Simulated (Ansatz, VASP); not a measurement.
## Pt in VASP and in Ansatz

```
Pt
1.0
     0.00000    1.76211    1.95790
     1.76211    0.00000    1.95790
     1.76211    1.76211    0.00000
Pt
1
Direct
  0.00000 0.00000 0.00000
```

Change from the starting cell: strain -0.1000 x Voigt [1, 1, 0, 0, 0, 0], atoms carried along.

Alike in both runs: task single point; functional PBE; k mesh 20 × 20 × 20; occupations fermi-dirac, width 0.02 eV; no spin polarisation.

|  | VASP | Ansatz |
| --- | --- | --- |
| version | VASP 6.6.1 | Ansatz 0.2.0 |
| potentials or method | VASP PAW PBE potentials, release 64 (Pt), cutoff 520 eV | scalar-relativistic, plane waves, PAW |
| valence electrons in the cell | 10 | 18 |

|  | VASP | Ansatz | Ansatz less VASP |
| --- | --- | --- | --- |
| gap on the k mesh at the Fermi level (eV) | none | none | - |
| pressure (GPa) | 124.7 | 124.9 | +0.24 |
| traceless stress, the component that is largest in VASP (GPa) | -21.46 | -21.49 | -0.033 |

A gap of «none» marks a metal or a gap that the smearing closes. Both programs put the cell under a high pressure, so it lies far from rest at this level. VASP's potentials hold 10 valence electrons a cell and Ansatz's 18, so a difference there can come from the potentials and not from the codes.

Spin-orbit coupling is off throughout. Noted on VASP's run: the cell as given lies far from equilibrium.
